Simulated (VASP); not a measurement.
# MgSiN (P4/mmm) in VASP: a series of runs

MgSiN is run at these levels: PBE; tasks: single point, relaxation of cell and atoms.

All numbers are computed with VASP 6.6.1; they aren't measurements. Logs are shortened: lines on timing, memory, paths and dates and some standing lists are left out, and cuts for length are marked.

## 1. The cell of the first run

It takes space group P4/mmm (No. 123, tetragonal). The conventional cell has a = 3.068 Å, b = 3.068 Å, c = 3.821 Å, α = 90.00°, β = 90.00°, γ = 90.00°. Mg (site symmetry 4/mmm) has 4 N at 2.17 Å and 8 Si at 2.89 Å within 2.9 Å. Si (site symmetry 4/mmm) has 2 N at 1.91 Å within 2.5 Å. Within 2.5 Å of N (site symmetry 4/mmm) lie 2 Si at 1.91 Å and 4 Mg at 2.17 Å.

The cell was built from a structure type or drawn by symmetry, and may not be a known phase.

## 2. Single point, PBE

The input, INCAR:

```
  PREC = Accurate
  ENCUT = 520
  EDIFF = 1E-7
  ISMEAR = 0
  SIGMA = 0.1
  LREAL = False
  LASPH = True
  NELM = 100
  ALGO = Normal
  ISIF = 2
  LWAVE = False
  LCHARG = False
  GGA = PE
  NBANDS = 12
```

The input, KPOINTS:

```
regular mesh
0
Gamma
  14 14 14
```

The input, POSCAR:

```
MgSiN
1.0
    3.0675919683      0.0000000000      0.0000000000
    0.0000000000      3.0675919683      0.0000000000
    0.0000000000      0.0000000000      3.8214969929
Mg Si N
1 1 1
Direct
    0.0000000000      0.0000000000      0.0000000000
    0.5000000000      0.5000000000      0.5000000000
    0.5000000000      0.5000000000      0.0000000000
```

Potentials or basis: VASP PAW PBE potentials, release 64 (Mg, Si, N).

The run is started by

```console
$ cat potpaw_PBE.64/Mg/POTCAR potpaw_PBE.64/Si/POTCAR potpaw_PBE.64/N/POTCAR > POTCAR
$ mpirun -np 1 vasp_std > vasp.out
```

OUTCAR:

```text
PREC = Accurate
   ENCUT = 520
   EDIFF = 1E-7
   ISMEAR = 0
   LREAL = False
   LASPH = True
   NELM = 100
   ISIF = 2
   GGA = PE

 ion  position               nearest neighbor table
   1  0.000  0.000  0.000-   3 2.17   3 2.17   3 2.17   3 2.17   2 2.89   2 2.89   2 2.89   2 2.89
                             2 2.89   2 2.89   2 2.89   2 2.89
   2  0.500  0.500  0.500-   3 1.91   3 1.91   1 2.89   1 2.89   1 2.89   1 2.89   1 2.89   1 2.89
                             1 2.89   1 2.89
   3  0.500  0.500  0.000-   2 1.91   2 1.91   1 2.17   1 2.17   1 2.17   1 2.17

  LATTYP: Found a simple tetragonal cell.
 ALAT       =     3.0675919683
 C/A-ratio  =     1.2457644408

  Lattice vectors:

 A1 = (   3.0675919683,   0.0000000000,   0.0000000000)
 A2 = (   0.0000000000,   3.0675919683,   0.0000000000)
 A3 = (   0.0000000000,   0.0000000000,   3.8214969929)

Analysis of symmetry for initial positions (statically):
=====================================================================
 Subroutine PRICEL returns:
 Original cell was already a primitive cell.

 Routine SETGRP: Setting up the symmetry group for a
 simple tetragonal supercell.

 Subroutine GETGRP returns: Found 16 space group operations
 (whereof 16 operations were pure point group operations)
 out of a pool of 16 trial point group operations.

The static configuration has the point symmetry D_4h.

Analysis of symmetry for dynamics (positions and initial velocities):
=====================================================================
 Subroutine PRICEL returns:
 Original cell was already a primitive cell.

 Routine SETGRP: Setting up the symmetry group for a
 simple tetragonal supercell.

 Subroutine GETGRP returns: Found 16 space group operations
 (whereof 16 operations were pure point group operations)
 out of a pool of 16 trial point group operations.

The dynamic configuration has the point symmetry D_4h.

 Subroutine INISYM returns: Found 16 space group operations
 (whereof 16 operations are pure point group operations),
 and found     1 'primitive' translations

----------------------------------------------------------------------------------------

                                     Primitive cell

  volume of cell :      35.9607

  direct lattice vectors                    reciprocal lattice vectors
     3.067591968  0.000000000  0.000000000     0.325988596  0.000000000  0.000000000
     0.000000000  3.067591968  0.000000000     0.000000000  0.325988596  0.000000000
     0.000000000  0.000000000  3.821496993     0.000000000  0.000000000  0.261677558

  length of vectors
     3.067591968  3.067591968  3.821496993     0.325988596  0.325988596  0.261677558

  position of ions in fractional coordinates (direct lattice)
     0.000000000  0.000000000  0.000000000
     0.500000000  0.500000000  0.500000000
     0.500000000  0.500000000  0.000000000

  ion indices of the primitive-cell ions
   primitive index   ion index
                 1           1
                 2           2
                 3           3

----------------------------------------------------------------------------------------

 KPOINTS: regular mesh

Automatic generation of k-mesh.
 Grid dimensions read from file:
 generate k-points for:   14   14   14

 Generating k-lattice:

  Cartesian coordinates                     Fractional coordinates (reciprocal lattice)
     0.023284900  0.000000000  0.000000000     0.071428571  0.000000000  0.000000000
     0.000000000  0.023284900  0.000000000     0.000000000  0.071428571  0.000000000
     0.000000000  0.000000000  0.018691254     0.000000000  0.000000000  0.071428571

  Length of vectors
     0.023284900  0.023284900  0.018691254

  Shift w.r.t. Gamma in fractional coordinates (k-lattice)
     0.000000000  0.000000000  0.000000000

 Subroutine IBZKPT returns following result:
 ===========================================

 Found    288 irreducible k-points:

 Following reciprocal coordinates:
            Coordinates               Weight
  0.000000  0.000000  0.000000      1.000000
  0.071429  0.000000  0.000000      4.000000
  0.142857  0.000000  0.000000      4.000000
  0.214286  0.000000  0.000000      4.000000
  0.285714  0.000000  0.000000      4.000000
  0.357143  0.000000  0.000000      4.000000
[... 16 lines left out ...]
  0.285714  0.214286  0.000000      8.000000
  0.357143  0.214286  0.000000      8.000000
 [... further k-points ...]
   k-points           NKPTS =    288   k-points in BZ     NKDIM =    288   number of bands    NBANDS=     12
   number of dos      NEDOS =    301   number of ions     NIONS =      3
   total plane-waves  NPLWV =  16128
   dimension x,y,z NGX =    24 NGY =   24 NGZ =   28
   dimension x,y,z NGXF=    48 NGYF=   48 NGZF=   56
   ions per type =               1   1   1
   NGX,Y,Z   is equivalent  to a cutoff of  13.01, 13.01, 12.18 a.u.
   NGXF,Y,Z  is equivalent  to a cutoff of  26.01, 26.01, 24.36 a.u.
 SYSTEM =  unknown system
   PREC   = accura    normal or accurate (medium, high low for compatibility)
   ISTART =      0    job   : 0-new  1-cont  2-samecut
   ICHARG =      2    charge: 1-file 2-atom 10-const
   ISPIN  =      1    spin polarized calculation?
   LNONCOLLINEAR =      F non collinear calculations
   LSORBIT =      F    spin-orbit coupling
   LASPH  =      T    aspherical Exc in radial PAW
   ENCUT  =  520.0 eV  38.22 Ry    6.18 a.u.   5.70  5.70  7.11*2*pi/ulx,y,z
   NELM   =    100;   NELMIN=  2; NELMDL= -5     # of ELM steps
   EDIFF  = 0.1E-06   stopping-criterion for ELM
   LREAL  =      F    real-space projection
   EDIFFG = 0.1E-05   stopping-criterion for IOM
   NSW    =      0    number of steps for IOM
   IBRION =     -1    ionic relax: 0-MD 1-quasi-New 2-CG
   NFREE  =      0    steps in history (QN), initial steepest desc. (CG)
   ISIF   =      2    stress and relaxation
   ISYM   =      2    0-nonsym 1-usesym 2-fastsym
   POTIM  = 0.5000    time-step for ionic-motion
   TEBEG  =    0.0;   TEEND  =   0.0 temperature during run
   PSTRESS=    0.0 pullay stress
   NELECT =      11.0000    total number of electrons
   NUPDOWN=      -1.0000    fix difference up-down
   EMIN   =  10.00;   EMAX   =-10.00  energy-range for DOS
   EFERMI =   0.00;   METHOD = LEGACY
   ISMEAR =     0;   SIGMA  =   0.10  broadening in eV -4-tet -1-fermi 0-gaus
   EFERMI_NEDOS =   21; number of points for ismear=-14 and -15
   IALGO  =     38    algorithm
   IMIX   =      4    mixing-type and parameters
     AMIX     =   0.40;   BMIX     =  1.00
     AMIX_MAG =   1.60;   BMIX_MAG =  1.00
  volume/ion in A,a.u.               =      11.99        80.89
  Fermi-wavevector in a.u.,A,eV,Ry     =   1.103052  2.084467 16.554544  1.216725
  Thomas-Fermi vector in A             =   2.239505
   LORBIT       =      0    0 simple, 1 ext, 2 COOP (PROOUT), +10 PAW based schemes
   GGA     = PE    functional components
   LHFCALC =     F    Hartree Fock is set to
   AEXX    =    0.0000 exact exchange contribution
   IVDW    =     0    specifies the selected vdW correction
   LEPSILON=     F    determine dielectric tensor
   LRPA    =     F    only Hartree local field effects (RPA)
 non-spin polarized calculation
 Gauss-broadening in eV      SIGMA  =   0.10
  energy-cutoff  :      520.00
  volume of cell :       35.96
 maximum number of plane-waves:       984
 NGX is ok and might be reduce to    24
   NGX = 11   NGY = 11   NGZ = 15

 number of electron      11.0000002 magnetization

 Free energy of the ion-electron system (eV)
  ---------------------------------------------------
  ext. energy  EPLUGINS =         0.00000000
  ---------------------------------------------------
  free energy    TOTEN  =       -16.03933949 eV

  energy without entropy =      -16.03481968  energy(sigma->0) =      -16.03707958

 E-fermi :   7.3109     XC(G=0): -10.8173

 val. band max:        7.3096426926   @ k =   0.4286   0.4286   0.0000
 cond. band min:       7.3155604393   @ k =   0.2857   0.1429   0.2857
 fundamental gap:      0.0059177467
 Fermi energy:         7.3109438194

 k-point     1 :       0.0000    0.0000    0.0000
  band No.  band energies     occupation
      1      -9.5876      2.00000
      2       0.1069      2.00000
      3       0.5462      2.00000
      4       4.3083      2.00000
      5       4.3083      2.00000
      6      11.5451      0.00000
      7      11.6107      0.00000
      8      12.9203      0.00000
      9      12.9203      0.00000
     10      14.1231      0.00000
     11      18.3404      0.00000
     12      18.3404      0.00000

 k-point     2 :       0.0714    0.0000    0.0000
  band No.  band energies     occupation
      1      -9.5478      2.00000
      2       0.1373      2.00000
      3       0.5700      2.00000
      4       4.0640      2.00000
      5       4.3226      2.00000
      6      11.2409      0.00000
      7      11.6831      0.00000
      8      12.9586      0.00000
      9      13.3266      0.00000
     10      13.9514      0.00000
     11      18.1459      0.00000
     12      18.4085      0.00000

 k-point     3 :       0.1429    0.0000    0.0000
  band No.  band energies     occupation
      1      -9.4331      2.00000
      2       0.2246      2.00000
      3       0.6138      2.00000
      4       3.4949      2.00000
      5       4.3632      2.00000
      6      10.4699      0.00000
      7      11.9108      0.00000
      8      13.0739      0.00000
      9      13.4622      0.00000
     10      14.3775      0.00000
     11      17.8119      0.00000
     12      18.6101      0.00000
[... 286 lines left out ...]
 k-point    23 :       0.2857    0.2143    0.0000
  band No.  band energies     occupation
      1      -8.7669      2.00000
      2       0.6176      2.00000
      3       0.7525      2.00000
      4       2.3010      2.00000
      5       3.9328      2.00000
      6       8.8167      0.00000
      7      10.1171      0.00000
      8      12.3374      0.00000
      9      14.1080      0.00000
     10      14.8771      0.00000
     11      16.4695      0.00000
     12      18.2185      0.00000

 k-point    24 :       0.3571    0.2143    0.0000
  band No.  band energies     occupation
      1      -8.5817      2.00000
      2       0.3047      2.00000
      3       0.8976      2.00000
      4       2.2791      2.00000
      5       4.2207      2.00000
      6       7.8720      0.00000
      7      10.4579      0.00000
      8      11.8759      0.00000
      9      13.0808      0.00000
     10      14.9069      0.00000
     11      16.9016      0.00000
     12      19.4019      0.00000

 [... further k-points ...]
[... 5 lines left out ...]
  --------------------------------------------------------------------------------------
  -------------------------------------------------------------------------------------
  Total       -0.0905979     -0.0905979     -0.0083073      0.0000000      0.0000000     -0.0000000
  in kB       -4.0364536     -4.0364536     -0.3701214      0.0000000      0.0000000     -0.0000000
  external PRESSURE =      -2.8143429 kB  Pullay stress =       0.0000000 kB

 VOLUME and BASIS-vectors are now :
 -----------------------------------------------------------------------------
  energy-cutoff  :      520.00
  volume of cell :       35.96
      direct lattice vectors                 reciprocal lattice vectors
     3.067591968  0.000000000  0.000000000     0.325988596  0.000000000  0.000000000
     0.000000000  3.067591968  0.000000000     0.000000000  0.325988596  0.000000000
     0.000000000  0.000000000  3.821496993     0.000000000  0.000000000  0.261677558

 POSITION                                       TOTAL-FORCE (eV/Angst)
 -----------------------------------------------------------------------------------
      0.00000      0.00000      0.00000         0.000000      0.000000      0.000000
      1.53380      1.53380      1.91075         0.000000      0.000000      0.000000
      1.53380      1.53380      0.00000         0.000000      0.000000      0.000000
 -----------------------------------------------------------------------------------
    total drift:                                0.000000     -0.000000     -0.000000

  FREE ENERGIE OF THE ION-ELECTRON SYSTEM (eV)
  ---------------------------------------------------
  free  energy   TOTEN  =       -16.0393394860 eV

  energy  without entropy=      -16.0348196820  energy(sigma->0) =      -16.03707958
```

Run time: 2 min. Hardware: 1 thread of Intel Xeon 8259CL, shared host; peak memory 0.27 GiB.

What came out:

```yaml
Free_energy: -16.0393 eV
Pressure: -0.3 GPa
Band_gap_on_the_k_mesh: zero (an odd number of electrons rules out a gap without spin polarisation)
```

Levels at points of the mesh, in eV from the Fermi level:
| k point | band 1 | band 2 | band 3 | band 4 | band 5 | band 6 | band 7 | band 8 | band 9 | band 10 |
| --- | --- | --- | --- | --- | --- | --- | --- | --- | --- | --- |
| (0.00, 0.00, 0.00) | -16.90 | -7.20 | -6.76 | -3.00 | -3.00 | 4.23 | 4.30 | 5.61 | 5.61 | 6.81 |
| (0.50, 0.00, 0.00) | -15.94 | -7.90 | -6.50 | -4.07 | -2.70 | -0.71 | 3.53 | 6.66 | 7.13 | 8.60 |
| (0.50, 0.50, 0.00) | -15.28 | -6.42 | -6.42 | -5.85 | -1.09 | -0.19 | 1.02 | 1.02 | 5.53 | 5.53 |
| (0.00, 0.00, 0.50) | -16.21 | -11.35 | -2.59 | -2.59 | -0.91 | 2.33 | 3.36 | 3.36 | 6.28 | 7.28 |
| (0.50, 0.00, 0.50) | -15.42 | -9.62 | -6.32 | -4.73 | -2.42 | 0.98 | 5.17 | 5.64 | 7.12 | 9.14 |
| (0.50, 0.50, 0.50) | -14.89 | -8.13 | -5.31 | -5.31 | -2.56 | -2.56 | 1.15 | 3.87 | 4.45 | 8.56 |

[end of part 1 of 2]
